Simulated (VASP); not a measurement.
# Mg3Te (I4/mmm) in VASP: further runs, part 2 of 2

VASP 6.6.1. Earlier steps stand in the parts before.

## Step 3: Single point, PBE

INCAR reads:

```
PREC = Accurate ; ENCUT = 520
EDIFF = 1E-6 ; ISMEAR = 0
SIGMA = 0.1 ; LREAL = False
LASPH = True ; NELM = 100
ALGO = Fast ; ISIF = 2
LWAVE = False ; LCHARG = True
GGA = PE ; LELF = True
LVHAR = True ; NBANDS = 14
```

KPOINTS reads:

```
regular mesh
0
Gamma
  6 6 6
```

POSCAR reads:

```
Mg3Te
1.0
   -2.1393600000      2.1393600000      5.2824880000
    2.1393600000     -2.1393600000      5.2824880000
    2.1393600000      2.1393600000     -5.2824880000
Mg Te
3 1
Direct
    0.5000000000      0.5000000000      0.0000000000
    0.7500000000      0.2500000000      0.5000000000
    0.2500000000      0.7500000000      0.5000000000
    0.0000000000      0.0000000000      0.0000000000
```

Potentials or basis: VASP PAW PBE potentials, release 64 (Mg, Te).

Run with:

```console
> cat potpaw_PBE.64/Mg/POTCAR potpaw_PBE.64/Te/POTCAR > POTCAR
> mpirun -np 1 vasp_std > vasp.out
```

OUTCAR:

```text
PREC = Accurate
   ENCUT = 520
   EDIFF = 1E-6
   ISMEAR = 0
   LREAL = False
   LASPH = True
   NELM = 100
   ISIF = 2
   GGA = PE

 ion  position               nearest neighbor table
   1  0.500  0.500  0.000-   4 3.03   4 3.03   4 3.03   4 3.03   3 3.40   2 3.40   3 3.40   2 3.40
                             3 3.40   3 3.40   2 3.40   2 3.40
   2  0.750  0.250  0.500-   3 3.03   3 3.03   3 3.03   3 3.03   4 3.40   1 3.40   4 3.40   4 3.40
                             1 3.40   1 3.40   4 3.40   1 3.40
   3  0.250  0.750  0.500-   2 3.03   2 3.03   2 3.03   2 3.03   4 3.40   1 3.40   4 3.40   1 3.40
                             4 3.40   4 3.40   1 3.40   1 3.40
   4  0.000  0.000  0.000-   1 3.03   1 3.03   1 3.03   1 3.03   3 3.40   2 3.40   3 3.40   3 3.40
                             2 3.40   2 3.40   3 3.40   2 3.40

  LATTYP: Found a body centered tetragonal cell.
 ALAT       =     4.2787200000
 C/A-ratio  =     2.4691907860

  Lattice vectors:

 A1 = (  -2.1393600000,   2.1393600000,   5.2824880000)
 A2 = (   2.1393600000,  -2.1393600000,   5.2824880000)
 A3 = (   2.1393600000,   2.1393600000,  -5.2824880000)

Analysis of symmetry for initial positions (statically):
=====================================================================
 Subroutine PRICEL returns:
 Original cell was already a primitive cell.

 Routine SETGRP: Setting up the symmetry group for a
 body centered tetragonal supercell.

 Subroutine GETGRP returns: Found 16 space group operations
 (whereof 16 operations were pure point group operations)
 out of a pool of 16 trial point group operations.

The static configuration has the point symmetry D_4h.

Analysis of symmetry for dynamics (positions and initial velocities):
=====================================================================
 Subroutine PRICEL returns:
 Original cell was already a primitive cell.

 Routine SETGRP: Setting up the symmetry group for a
 body centered tetragonal supercell.

 Subroutine GETGRP returns: Found 16 space group operations
 (whereof 16 operations were pure point group operations)
 out of a pool of 16 trial point group operations.

The dynamic configuration has the point symmetry D_4h.

 Subroutine INISYM returns: Found 16 space group operations
 (whereof 16 operations are pure point group operations),
 and found     1 'primitive' translations

----------------------------------------------------------------------------------------

                                     Primitive cell

  volume of cell :      96.7089

  direct lattice vectors                    reciprocal lattice vectors
    -2.139360000  2.139360000  5.282488000     0.000000000  0.233714756  0.094652368
     2.139360000 -2.139360000  5.282488000     0.233714756  0.000000000  0.094652368
     2.139360000  2.139360000 -5.282488000     0.233714756  0.233714756  0.000000000

  length of vectors
     6.087561243  6.087561243  6.087561243     0.252154036  0.252154036  0.330522577

  position of ions in fractional coordinates (direct lattice)
     0.500000000  0.500000000  0.000000000
     0.750000000  0.250000000  0.500000000
     0.250000000  0.750000000  0.500000000
     0.000000000  0.000000000  0.000000000

  ion indices of the primitive-cell ions
   primitive index   ion index
                 1           1
                 2           2
[... 55 lines left out ...]
 [... further k-points ...]
   k-points           NKPTS =     30   k-points in BZ     NKDIM =     30   number of bands    NBANDS=     14
   number of dos      NEDOS =    301   number of ions     NIONS =      4
   total plane-waves  NPLWV = 110592
   dimension x,y,z NGX =    48 NGY =   48 NGZ =   48
   dimension x,y,z NGXF=    96 NGYF=   96 NGZF=   96
   ions per type =               3   1
   NGX,Y,Z   is equivalent  to a cutoff of  13.11, 13.11, 13.11 a.u.
   NGXF,Y,Z  is equivalent  to a cutoff of  26.22, 26.22, 26.22 a.u.
 SYSTEM =  unknown system
   PREC   = accura    normal or accurate (medium, high low for compatibility)
   ISTART =      0    job   : 0-new  1-cont  2-samecut
   ICHARG =      2    charge: 1-file 2-atom 10-const
   ISPIN  =      1    spin polarized calculation?
   LNONCOLLINEAR =      F non collinear calculations
   LSORBIT =      F    spin-orbit coupling
   LASPH  =      T    aspherical Exc in radial PAW
   ENCUT  =  520.0 eV  38.22 Ry    6.18 a.u.  11.32 11.32 11.32*2*pi/ulx,y,z
   NELM   =    100;   NELMIN=  2; NELMDL= -5     # of ELM steps
   EDIFF  = 0.1E-05   stopping-criterion for ELM
   LREAL  =      F    real-space projection
   EDIFFG = 0.1E-04   stopping-criterion for IOM
   NSW    =      0    number of steps for IOM
   IBRION =     -1    ionic relax: 0-MD 1-quasi-New 2-CG
   NFREE  =      0    steps in history (QN), initial steepest desc. (CG)
   ISIF   =      2    stress and relaxation
   ISYM   =      2    0-nonsym 1-usesym 2-fastsym
   POTIM  = 0.5000    time-step for ionic-motion
   TEBEG  =    0.0;   TEEND  =   0.0 temperature during run
   PSTRESS=    0.0 pullay stress
   NELECT =      12.0000    total number of electrons
   NUPDOWN=      -1.0000    fix difference up-down
   EMIN   =  10.00;   EMAX   =-10.00  energy-range for DOS
   EFERMI =   0.00;   METHOD = LEGACY
   ISMEAR =     0;   SIGMA  =   0.10  broadening in eV -4-tet -1-fermi 0-gaus
   EFERMI_NEDOS =   21; number of points for ismear=-14 and -15
   IALGO  =     68    algorithm
   IMIX   =      4    mixing-type and parameters
     AMIX     =   0.40;   BMIX     =  1.00
     AMIX_MAG =   1.60;   BMIX_MAG =  1.00
  volume/ion in A,a.u.               =      24.18       163.16
  Fermi-wavevector in a.u.,A,eV,Ry     =   0.816544  1.543045  9.071614  0.666745
  Thomas-Fermi vector in A             =   1.926832
   LORBIT       =      0    0 simple, 1 ext, 2 COOP (PROOUT), +10 PAW based schemes
   GGA     = PE    functional components
   LHFCALC =     F    Hartree Fock is set to
   AEXX    =    0.0000 exact exchange contribution
   IVDW    =     0    specifies the selected vdW correction
   LEPSILON=     F    determine dielectric tensor
   LRPA    =     F    only Hartree local field effects (RPA)
 non-spin polarized calculation
 RMM-DIIS sequential band-by-band and
 Gauss-broadening in eV      SIGMA  =   0.10
  energy-cutoff  :      520.00
  volume of cell :       96.71
 maximum number of plane-waves:      2626
 NGX is ok and might be reduce to    48
   NGX = 23   NGY = 23   NGZ = 23

 number of electron      12.0000000 magnetization

 Free energy of the ion-electron system (eV)
  ---------------------------------------------------
  ext. energy  EPLUGINS =         0.00000000
  ---------------------------------------------------
  free energy    TOTEN  =        -8.31126961 eV

  energy without entropy =       -8.30225795  energy(sigma->0) =       -8.30676378

 E-fermi :   4.5385     XC(G=0):  -8.9363

 val. band max:        4.4764175626   @ k =  -0.1667  -0.1667   0.1667
 cond. band min:       4.5850858263   @ k =  -0.3333   0.5000   0.3333
 fundamental gap:      0.1086682637
 Fermi energy:         4.5384786571

 k-point     1 :       0.0000    0.0000    0.0000
  band No.  band energies     occupation
      1      -7.6947      2.00000
      2       0.2477      2.00000
      3       0.3657      2.00000
      4       1.9317      2.00000
      5       1.9317      2.00000
      6       4.8304      0.00004
      7       5.7669      0.00000
      8       6.1241      0.00000
      9       6.1241      0.00000
     10       6.3357      0.00000
     11       8.1118      0.00000
     12      11.0022      0.00000
     13      11.0022      0.00000
     14      11.2046      0.00000
[... 377 lines left out ...]
      1      -7.5345      2.00000
      2      -1.1245      2.00000
      3       0.5704      2.00000
      4       1.9441      2.00000
      5       2.8081      2.00000
      6       4.4349      1.85722
      7       5.5569      0.00000
      8       6.8919      0.00000
      9       7.1069      0.00000
     10       7.8555      0.00000
     11       8.7894      0.00000
     12       9.2885      0.00000
     13      10.5213      0.00000
     14      10.6726      0.00000

 [... further k-points ...]
[... 5 lines left out ...]
  --------------------------------------------------------------------------------------
  -------------------------------------------------------------------------------------
  Total        0.0023530      0.0023530      0.0832315      0.0000000      0.0000000      0.0000000
  in kB        0.0389830      0.0389830      1.3788980      0.0000000      0.0000000      0.0000000
  external PRESSURE =       0.4856213 kB  Pullay stress =       0.0000000 kB

 VOLUME and BASIS-vectors are now :
 -----------------------------------------------------------------------------
  energy-cutoff  :      520.00
  volume of cell :       96.71
      direct lattice vectors                 reciprocal lattice vectors
    -2.139360000  2.139360000  5.282488000     0.000000000  0.233714756  0.094652368
     2.139360000 -2.139360000  5.282488000     0.233714756  0.000000000  0.094652368
     2.139360000  2.139360000 -5.282488000     0.233714756  0.233714756  0.000000000

 POSITION                                       TOTAL-FORCE (eV/Angst)
 -----------------------------------------------------------------------------------
      0.00000      0.00000      5.28249         0.000000     -0.000000     -0.000000
      0.00000      2.13936      2.64124        -0.000000     -0.000000      0.000000
      2.13936      0.00000      2.64124         0.000000      0.000000     -0.000000
      0.00000      0.00000      0.00000         0.000000     -0.000000     -0.000000
 -----------------------------------------------------------------------------------
    total drift:                                0.000000     -0.000000     -0.000000

  FREE ENERGIE OF THE ION-ELECTRON SYSTEM (eV)
  ---------------------------------------------------
  free  energy   TOTEN  =        -8.3112696136 eV

  energy  without entropy=       -8.3022579472  energy(sigma->0) =       -8.30676378
```

OSZICAR:

```text
N       E                     dE             d eps       ncg     rms          rms(c)
DAV:   1     0.188354363287E+02    0.18835E+02   -0.38005E+03   840   0.633E+02
DAV:   2    -0.693285376446E+01   -0.25768E+02   -0.24133E+02  1074   0.866E+01
DAV:   3    -0.840240619427E+01   -0.14696E+01   -0.14554E+01  1128   0.178E+01
DAV:   4    -0.841772758542E+01   -0.15321E-01   -0.15317E-01   968   0.234E+00
DAV:   5    -0.841793041854E+01   -0.20283E-03   -0.20283E-03  1118   0.293E-01    0.576E+00
RMM:   6    -0.833906939340E+01    0.78861E-01   -0.56132E-02   841   0.877E-01    0.344E+00
RMM:   7    -0.831429504353E+01    0.24774E-01   -0.41609E-02   866   0.880E-01    0.502E-01
RMM:   8    -0.831127452499E+01    0.30205E-02   -0.38650E-03   892   0.326E-01    0.531E-02
RMM:   9    -0.831127501248E+01   -0.48749E-06   -0.52976E-04   986   0.135E-01    0.503E-02
RMM:  10    -0.831127045282E+01    0.45597E-05   -0.88401E-05   995   0.537E-02    0.373E-02
RMM:  11    -0.831126949263E+01    0.96020E-06   -0.20098E-05  1021   0.262E-02    0.259E-02
RMM:  12    -0.831126961356E+01   -0.12093E-06   -0.36046E-06   923   0.116E-02
   1 F= -.83112696E+01 E0= -.83067638E+01  d E =-.901167E-02
```

stdout:

```text
POSCAR found type information on POSCAR MgTe
 POSCAR found :  2 types and       4 ions
 scaLAPACK will be used
 LDA part: xc-table for (Slater+PW92), standard interpolation
 POSCAR, INCAR and KPOINTS ok, starting setup
 FFT: planning ... GRIDC
 FFT: planning ... GRID_SOFT
 FFT: planning ... GRID
 WAVECAR not read
 entering main loop
```

Wall time 56 s (1 thread of Intel Xeon Platinum 8375C at 2.90GHz (Ice Lake), shared host); peak memory 0.32 GiB.

What came out:

```
Free energy            : -8.3113 eV
Pressure               : 0.0 GPa
Band gap on the k mesh : zero (band 6 reaches 5.02 eV, above the bottom of band 7 at 3.60 eV)
```

Caveat: spin-orbit coupling is left out, which moves the levels of the heavy elements.

## Step 4: Single point, LDA

INCAR reads:

```
ALGO = Normal ; EDIFF = 1E-6
ENCUT = 520 ; GGA = CA
ISIF = 2 ; ISMEAR = 0
LASPH = True ; LCHARG = False
LREAL = False ; LWAVE = False
NBANDS = 14 ; NELM = 60
PREC = Accurate ; SIGMA = 0.1
```

KPOINTS reads:

```
k-points
0
Gamma
  6 6 6
```

POSCAR is that of step 3.

Potentials or basis: VASP PAW LDA potentials, release 64 (Mg, Te).

Run with:

```console
> cat potpaw_LDA.64/Mg/POTCAR potpaw_LDA.64/Te/POTCAR > POTCAR
> mpirun -np 1 vasp_std > vasp.out
```

Run time: 51 s. Hardware: 1 thread of Intel Xeon Platinum 8375C at 2.90GHz (Ice Lake), shared host; peak memory 0.27 GiB.

It converged, with:

| Property | Result |
| --- | --- |
| Free energy | -9.9747 eV |
| Pressure | -2.6 GPa |
| Band gap on the k mesh | zero (band 6 reaches 4.85 eV, above the bottom of band 7 at 3.47 eV) |

Stress tensor (GPa, compression positive):
```
-2.79  0.00  0.00
 0.00 -2.79  0.00
 0.00  0.00 -2.14
```

Levels at points of the mesh, in eV from the Fermi level:
```
           k point  band 2  band 3  band 4  band 5  band 6  band 7  band 8  band 9  band 10  band 11
(0.00, 0.00, 0.00)   -4.31   -4.15   -2.60   -2.60    0.22    1.27    1.59    1.59     1.82     3.47
(0.50, 0.00, 0.00)   -6.08   -4.23   -3.04   -2.15    0.22    0.97    2.30    2.62     2.92     4.05
(0.50, 0.50, 0.00)   -5.13   -4.75   -3.54   -2.56   -1.55   -0.09    0.89    1.10     1.67     5.92
(0.50, 0.50, 0.50)   -6.40   -2.79   -2.79   -1.50    0.43    1.14    3.22    3.22     3.38     5.04
```

Caveat: spin-orbit coupling is left out, which moves the levels of the heavy elements.

## Step 5: Single point, PBEsol

INCAR reads:

```
PREC = Accurate
ENCUT = 520
EDIFF = 1E-7
ISMEAR = 0
SIGMA = 0.1
LREAL = F
LASPH = T
NELM = 60
ALGO = Fast
ISIF = 2
LWAVE = F
LCHARG = T
GGA = PS
LELF = T
LVHAR = T
NBANDS = 14
```

KPOINTS reads:

```
Automatic mesh
0
Gamma
  6 6 6
```

POSCAR is that of step 4.

Potentials or basis: VASP PAW PBE potentials, release 64 (Mg, Te).

Run with:

```console
> cat potpaw_PBE.64/Mg/POTCAR potpaw_PBE.64/Te/POTCAR > POTCAR
> mpirun -np 1 vasp_std > vasp.out
```

It took 66 s on 1 thread of Intel Xeon Platinum 8375C at 2.90GHz (Ice Lake), shared host; peak memory 0.33 GiB.

The run converged. Its results:

| Item | Value |
| --- | --- |
| Free energy | -9.4161 eV |
| Pressure | -1.1 GPa |
| Band gap on the k mesh | zero (band 6 reaches 4.94 eV, above the bottom of band 7 at 3.54 eV) |

Stress tensor (GPa, compression positive):
```
-1.13  0.00  0.00
 0.00 -1.13  0.00
 0.00  0.00 -1.01
```

Levels at points of the mesh, in eV from the Fermi level:
```
           k point  band 4  band 5  band 6  band 7  band 8  band 9
(0.00, 0.00, 0.00)   -2.62   -2.62    0.28    1.23    1.58    1.58
(0.50, 0.00, 0.00)   -3.04   -2.17    0.23    0.95    2.30    2.58
(0.50, 0.50, 0.00)   -3.58   -2.55   -1.52   -0.12    0.97    1.12
(0.50, 0.50, 0.50)   -2.82   -1.47    0.45    1.12    3.25    3.25
```

Caveat: the PAW data sets were made with another functional, which shifts forces and pressure a little; spin-orbit coupling is left out, which moves the levels of the heavy elements.

## Step 6: Summary

```csv
level,potentials or basis,k mesh,gap on the mesh (eV),pressure (GPa)
PBE,"VASP PAW PBE potentials, release 64 (Mg, Te)",5 × 1 × 6,none,-1.1
PBE,"VASP PAW PBE potentials, release 64 (Mg, Te)",6 × 6 × 6,none,0.0
LDA,"VASP PAW LDA potentials, release 64 (Mg, Te)",6 × 6 × 6,none,-2.6
PBEsol,"VASP PAW PBE potentials, release 64 (Mg, Te)",6 × 6 × 6,none,-1.1
```

Alike in all rows: task single point; no spin polarisation; cell as given; cutoff (eV) 520; smearing gaussian 0.1 eV.

Caveats: some runs use coarse meshes; spin-orbit coupling is left out, which moves the levels of the heavy elements; the PAW data sets were made with another functional, which shifts forces and pressure a little (some runs).

Total energies depend on the potentials used, so only differences within one code and one set of settings carry meaning.
